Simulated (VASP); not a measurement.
# TlMo4F (P4/mmm) in VASP: further runs

TlMo4F is run at these levels: PBE; tasks: single point, relaxation of cell and atoms.

Everything below comes from runs of VASP 6.6.1. Logs are shortened: lines on timing, memory, paths and dates and some standing lists are left out, and cuts for length are marked.

**1. The cell of the first run**

Symmetry: P4/mmm, No. 123, tetragonal system. The conventional cell has a = 3.555 Å, b = 3.555 Å, c = 8.852 Å, α = 90.00°, β = 90.00°, γ = 90.00°. Within 3.9 Å of Tl (site symmetry 4/mmm) lie 8 Mo at 2.99 Å and 4 Tl at 3.56 Å. Within 3.3 Å of Mo (site symmetry 2mm) lie 4 Mo at 2.51 Å and 2 F at 2.69 Å and 2 Tl at 2.99 Å. Within 3.6 Å of F (site symmetry 4/mmm) lie 8 Mo at 2.69 Å and 4 F at 3.56 Å.

The cell was generated, and may not be a known phase.

**2. Single point, PBE**

The input, INCAR:

```
ALGO     = Normal         # electronic algorithm
EDIFF    = 1E-6           # SCF threshold, eV
ENCUT    = 520            # plane-wave cutoff, eV
GGA      = PE             # functional
ISIF     = 2              # what is computed and relaxed
ISMEAR   = 0              # smearing method
LASPH    = T              # aspherical terms in the spheres
LCHARG   = F              # write CHGCAR
LREAL    = F              # projectors in reciprocal space
LWAVE    = F              # write WAVECAR
NBANDS   = 47             # bands
NELM     = 60             # most SCF steps
PREC     = Accurate       # precision mode
SIGMA    = 0.1            # smearing width, eV
```

The input, KPOINTS:

```
k-points
0
Gamma
  6 6 2
```

The input, POSCAR:

```
TlMo4F
1.0
    3.5552490542      0.0000000000      0.0000000000
    0.0000000000      3.5552490542      0.0000000000
    0.0000000000      0.0000000000      8.8519733812
Tl Mo F
1 4 1
Direct
    0.5000000000      0.5000000000      0.5000000000
    0.5000000000      0.0000000000      0.7721780586
    0.0000000000      0.5000000000      0.2278219414
    0.5000000000      0.0000000000      0.2278219414
    0.0000000000      0.5000000000      0.7721780586
    0.0000000000      0.0000000000      0.0000000000
```

Potentials or basis: VASP PAW PBE potentials, release 64 (Tl_d, Mo_sv, F).

Started as:

```
$ cat potpaw_PBE.64/Tl_d/POTCAR potpaw_PBE.64/Mo_sv/POTCAR potpaw_PBE.64/F/POTCAR > POTCAR
$ mpirun -np 1 vasp_std > vasp.out
```

OUTCAR:

```text
EDIFF = 1E-6
   ENCUT = 520
   GGA = PE
   ISIF = 2
   ISMEAR = 0
   LASPH = T
   LREAL = F
   NELM = 60
   PREC = Accurate

 ion  position               nearest neighbor table
   1  0.500  0.500  0.500-   2 2.99   3 2.99   4 2.99   5 2.99   2 2.99   4 2.99   3 2.99   5 2.99

   2  0.500  0.000  0.772-   5 2.51   5 2.51   5 2.51   5 2.51   6 2.69   6 2.69   1 2.99   1 2.99

   3  0.000  0.500  0.228-   4 2.51   4 2.51   4 2.51   4 2.51   6 2.69   6 2.69   1 2.99   1 2.99

   4  0.500  0.000  0.228-   3 2.51   3 2.51   3 2.51   3 2.51   6 2.69   6 2.69   1 2.99   1 2.99

   5  0.000  0.500  0.772-   2 2.51   2 2.51   2 2.51   2 2.51   6 2.69   6 2.69   1 2.99   1 2.99

   6  0.000  0.000  0.000-   2 2.69   3 2.69   4 2.69   5 2.69   3 2.69   5 2.69   2 2.69   4 2.69

  LATTYP: Found a simple tetragonal cell.
 ALAT       =     3.5552490542
 C/A-ratio  =     2.4898321457

  Lattice vectors:

 A1 = (   3.5552490542,   0.0000000000,   0.0000000000)
 A2 = (   0.0000000000,   3.5552490542,   0.0000000000)
 A3 = (   0.0000000000,   0.0000000000,   8.8519733812)

Analysis of symmetry for initial positions (statically):
=====================================================================
 Subroutine PRICEL returns:
 Original cell was already a primitive cell.

 Routine SETGRP: Setting up the symmetry group for a
 simple tetragonal supercell.

 Subroutine GETGRP returns: Found 16 space group operations
 (whereof 16 operations were pure point group operations)
 out of a pool of 16 trial point group operations.

The static configuration has the point symmetry D_4h.

Analysis of symmetry for dynamics (positions and initial velocities):
=====================================================================
 Subroutine PRICEL returns:
 Original cell was already a primitive cell.

 Routine SETGRP: Setting up the symmetry group for a
 simple tetragonal supercell.

 Subroutine GETGRP returns: Found 16 space group operations
 (whereof 16 operations were pure point group operations)
 out of a pool of 16 trial point group operations.

The dynamic configuration has the point symmetry D_4h.

 Subroutine INISYM returns: Found 16 space group operations
 (whereof 16 operations are pure point group operations),
 and found     1 'primitive' translations

----------------------------------------------------------------------------------------

                                     Primitive cell

  volume of cell :     111.8871

  direct lattice vectors                    reciprocal lattice vectors
     3.555249054  0.000000000  0.000000000     0.281274247  0.000000000  0.000000000
     0.000000000  3.555249054  0.000000000     0.000000000  0.281274247  0.000000000
     0.000000000  0.000000000  8.851973381     0.000000000  0.000000000  0.112969160

  length of vectors
     3.555249054  3.555249054  8.851973381     0.281274247  0.281274247  0.112969160

  position of ions in fractional coordinates (direct lattice)
     0.500000000  0.500000000  0.500000000
     0.500000000  0.000000000  0.772178059
     0.000000000  0.500000000  0.227821941
     0.500000000  0.000000000  0.227821941
     0.000000000  0.500000000  0.772178059
     0.000000000  0.000000000  0.000000000

  ion indices of the primitive-cell ions
   primitive index   ion index
                 1           1
                 2           2
                 3           3
                 4           4
                 5           5
                 6           6

----------------------------------------------------------------------------------------

 KPOINTS: k-points

Automatic generation of k-mesh.
 Grid dimensions read from file:
 generate k-points for:    6    6    2

 Generating k-lattice:

  Cartesian coordinates                     Fractional coordinates (reciprocal lattice)
     0.046879041  0.000000000  0.000000000     0.166666667  0.000000000  0.000000000
     0.000000000  0.046879041  0.000000000     0.000000000  0.166666667  0.000000000
     0.000000000  0.000000000  0.056484580     0.000000000  0.000000000  0.500000000

  Length of vectors
     0.046879041  0.046879041  0.056484580

  Shift w.r.t. Gamma in fractional coordinates (k-lattice)
     0.000000000  0.000000000  0.000000000

 Subroutine IBZKPT returns following result:
 ===========================================

 Found     20 irreducible k-points:

 Following reciprocal coordinates:
            Coordinates               Weight
  0.000000  0.000000  0.000000      1.000000
  0.166667  0.000000  0.000000      4.000000
  0.333333  0.000000  0.000000      4.000000
  0.500000  0.000000  0.000000      2.000000
  0.166667  0.166667  0.000000      4.000000
  0.333333  0.166667  0.000000      8.000000
[... 12 lines left out ...]
  0.500000  0.333333  0.500000      4.000000
  0.500000  0.500000  0.500000      1.000000
   k-points           NKPTS =     20   k-points in BZ     NKDIM =     20   number of bands    NBANDS=     47
   number of dos      NEDOS =    301   number of ions     NIONS =      6
   total plane-waves  NPLWV =  54880
   dimension x,y,z NGX =    28 NGY =   28 NGZ =   70
   dimension x,y,z NGXF=    56 NGYF=   56 NGZF=  140
   ions per type =               1   4   1
   NGX,Y,Z   is equivalent  to a cutoff of  13.09, 13.09, 13.15 a.u.
   NGXF,Y,Z  is equivalent  to a cutoff of  26.19, 26.19, 26.29 a.u.
 SYSTEM =  unknown system
   PREC   = accura    normal or accurate (medium, high low for compatibility)
   ISTART =      0    job   : 0-new  1-cont  2-samecut
   ICHARG =      2    charge: 1-file 2-atom 10-const
   ISPIN  =      1    spin polarized calculation?
   LNONCOLLINEAR =      F non collinear calculations
   LSORBIT =      F    spin-orbit coupling
   LASPH  =      T    aspherical Exc in radial PAW
   ENCUT  =  520.0 eV  38.22 Ry    6.18 a.u.   6.61  6.61 16.46*2*pi/ulx,y,z
   NELM   =     60;   NELMIN=  2; NELMDL= -5     # of ELM steps
   EDIFF  = 0.1E-05   stopping-criterion for ELM
   LREAL  =      F    real-space projection
   EDIFFG = 0.1E-04   stopping-criterion for IOM
   NSW    =      0    number of steps for IOM
   IBRION =     -1    ionic relax: 0-MD 1-quasi-New 2-CG
   NFREE  =      0    steps in history (QN), initial steepest desc. (CG)
   ISIF   =      2    stress and relaxation
   ISYM   =      2    0-nonsym 1-usesym 2-fastsym
   POTIM  = 0.5000    time-step for ionic-motion
   TEBEG  =    0.0;   TEEND  =   0.0 temperature during run
   PSTRESS=    0.0 pullay stress
   NELECT =      76.0000    total number of electrons
   NUPDOWN=      -1.0000    fix difference up-down
   EMIN   =  10.00;   EMAX   =-10.00  energy-range for DOS
   EFERMI =   0.00;   METHOD = LEGACY
   ISMEAR =     0;   SIGMA  =   0.10  broadening in eV -4-tet -1-fermi 0-gaus
   EFERMI_NEDOS =   21; number of points for ismear=-14 and -15
   IALGO  =     38    algorithm
   IMIX   =      4    mixing-type and parameters
     AMIX     =   0.40;   BMIX     =  1.00
     AMIX_MAG =   1.60;   BMIX_MAG =  1.00
  volume/ion in A,a.u.               =      18.65       125.84
  Fermi-wavevector in a.u.,A,eV,Ry     =   1.439083  2.719473 28.177137  2.070961
  Thomas-Fermi vector in A             =   2.557978
   LORBIT       =      0    0 simple, 1 ext, 2 COOP (PROOUT), +10 PAW based schemes
   GGA     = PE    functional components
   LHFCALC =     F    Hartree Fock is set to
   AEXX    =    0.0000 exact exchange contribution
   IVDW    =     0    specifies the selected vdW correction
   LEPSILON=     F    determine dielectric tensor
   LRPA    =     F    only Hartree local field effects (RPA)
 non-spin polarized calculation
 Gauss-broadening in eV      SIGMA  =   0.10
  energy-cutoff  :      520.00
  volume of cell :      111.89
 maximum number of plane-waves:      3035
 NGX is ok and might be reduce to    28
   NGX = 13   NGY = 13   NGZ = 33

 number of electron      76.0000027 magnetization

 Free energy of the ion-electron system (eV)
  ---------------------------------------------------
  ext. energy  EPLUGINS =         0.00000000
  ---------------------------------------------------
  free energy    TOTEN  =       -43.08289096 eV

  energy without entropy =      -43.05335126  energy(sigma->0) =      -43.06812111

 E-fermi :   8.4572     XC(G=0): -11.4974

 val. band max:        8.4359350622   @ k =   0.3333   0.0000   0.0000
 cond. band min:       8.4656321998   @ k =   0.5000   0.0000   0.0000
 fundamental gap:      0.0296971375
 Fermi energy:         8.4571613016

 k-point     1 :       0.0000    0.0000    0.0000
  band No.  band energies     occupation
      1     -52.7305      2.00000
      2     -52.7302      2.00000
      3     -52.1842      2.00000
      4     -52.1840      2.00000
      5     -27.3751      2.00000
      6     -27.3751      2.00000
[... 39 lines left out ...]
     46      12.9737      0.00000
     47      12.9744      0.00000

 k-point     2 :       0.1667    0.0000    0.0000
  band No.  band energies     occupation
      1     -52.6943      2.00000
      2     -52.6940      2.00000
      3     -52.2212      2.00000
      4     -52.2210      2.00000
      5     -27.2880      2.00000
      6     -27.2870      2.00000
[... 39 lines left out ...]
     46      12.3283      0.00000
     47      12.3974      0.00000

 k-point     3 :       0.3333    0.0000    0.0000
  band No.  band energies     occupation
      1     -52.5951      2.00000
      2     -52.5948      2.00000
      3     -52.3219      2.00000
      4     -52.3217      2.00000
      5     -27.0360      2.00000
      6     -27.0344      2.00000
[... 39 lines left out ...]
     46      10.6034      0.00000
     47      10.6231      0.00000

 k-point     4 :       0.5000    0.0000    0.0000
  band No.  band energies     occupation
      1     -52.4590      2.00000
      2     -52.4589      2.00000
      3     -52.4586      2.00000
      4     -52.4586      2.00000
      5     -26.6596      2.00000
      6     -26.6567      2.00000
[... 739 lines left out ...]
     46      10.6884      0.00000
     47      11.3213      0.00000

 k-point    19 :       0.5000    0.3333    0.5000
  band No.  band energies     occupation
      1     -52.4538      2.00000
      2     -52.4538      2.00000
      3     -52.4536      2.00000
      4     -52.4536      2.00000
      5     -27.5247      2.00000
      6     -27.5212      2.00000
[... 39 lines left out ...]
     46      10.8579      0.00000
     47      10.9824      0.00000

 k-point    20 :       0.5000    0.5000    0.5000
  band No.  band energies     occupation
      1     -52.4521      2.00000
      2     -52.4521      2.00000
      3     -52.4519      2.00000
      4     -52.4519      2.00000
      5     -27.6604      2.00000
      6     -27.6566      2.00000
[... 39 lines left out ...]
     46      11.4765      0.00000
     47      11.5183      0.00000

------------------------ aborting loop because EDIFF is reached ----------------------------------------

  FORCE on cell =-STRESS in cart. coord.  units (eV):
  Direction    XX          YY          ZZ          XY          YZ          ZX
  --------------------------------------------------------------------------------------
  -------------------------------------------------------------------------------------
  Total        0.2587795      0.2587795      0.0604953      0.0000000     -0.0000000     -0.0000000
  in kB        3.7056150      3.7056150      0.8662671      0.0000000     -0.0000000     -0.0000000
  external PRESSURE =       2.7591657 kB  Pullay stress =       0.0000000 kB

 VOLUME and BASIS-vectors are now :
 -----------------------------------------------------------------------------
  energy-cutoff  :      520.00
  volume of cell :      111.89
      direct lattice vectors                 reciprocal lattice vectors
     3.555249054  0.000000000  0.000000000     0.281274247  0.000000000  0.000000000
     0.000000000  3.555249054  0.000000000     0.000000000  0.281274247  0.000000000
     0.000000000  0.000000000  8.851973381     0.000000000  0.000000000  0.112969160

 POSITION                                       TOTAL-FORCE (eV/Angst)
 -----------------------------------------------------------------------------------
      1.77762      1.77762      4.42599        -0.000000     -0.000000      0.000000
      1.77762      0.00000      6.83530        -0.000000      0.000000      0.002758
      0.00000      1.77762      2.01667         0.000000      0.000000     -0.002758
      1.77762      0.00000      2.01667        -0.000000     -0.000000     -0.002758
      0.00000      1.77762      6.83530        -0.000000      0.000000      0.002758
      0.00000      0.00000      0.00000        -0.000000     -0.000000      0.000000
 -----------------------------------------------------------------------------------
    total drift:                                0.000000      0.000000     -0.000000

  FREE ENERGIE OF THE ION-ELECTRON SYSTEM (eV)
  ---------------------------------------------------
  free  energy   TOTEN  =       -43.0828909647 eV

  energy  without entropy=      -43.0533512650  energy(sigma->0) =      -43.06812111
```

Wall time 58 s (1 thread of Intel Xeon Platinum 8559C (Emerald Rapids), shared host); peak memory 0.27 GiB.

What came out:

```
Free energy            : -43.0829 eV
Pressure               : 0.3 GPa
Band gap on the k mesh : zero (bands 38 and 39 overlap by 1.33 eV)
```

Forces on the atoms (eV/Å):
```
Tl   0.000  0.000  0.000
Mo   0.000  0.000  0.003
Mo   0.000  0.000 -0.003
Mo   0.000  0.000 -0.003
Mo   0.000  0.000  0.003
F    0.000  0.000  0.000
```

Stress tensor (GPa, compression positive):
```
0.37 0.00 0.00
0.00 0.37 0.00
0.00 0.00 0.09
```

Levels at points of the mesh, in eV from the Fermi level:
| k point | band 35 | band 36 | band 37 | band 38 | band 39 | band 40 | band 41 | band 42 |
| --- | --- | --- | --- | --- | --- | --- | --- | --- |
| (0.00, 0.00, 0.00) | -1.70 | -1.61 | -1.61 | -1.02 | 1.22 | 1.75 | 2.41 | 2.41 |
| (0.50, 0.00, 0.00) | -0.45 | -0.43 | -0.41 | -0.41 | -0.36 | -0.33 | 0.01 | 0.03 |
| (0.50, 0.50, 0.00) | -1.60 | -1.60 | 0.98 | 0.98 | 1.00 | 1.00 | 1.04 | 1.04 |
| (0.00, 0.00, 0.50) | -2.04 | -1.25 | -1.25 | 0.14 | 1.19 | 1.76 | 2.36 | 2.36 |
| (0.50, 0.00, 0.50) | -0.45 | -0.44 | -0.43 | -0.37 | -0.19 | -0.16 | -0.11 | -0.02 |
| (0.50, 0.50, 0.50) | -1.65 | -0.94 | 0.79 | 0.87 | 0.87 | 0.97 | 0.97 | 1.15 |

Caveat: spin-orbit coupling is left out, which moves the levels of the heavy elements.

(Part 1 of 2 ends here.)

The gap in the log of VASP goes by the Fermi energy; the results here count the filled bands.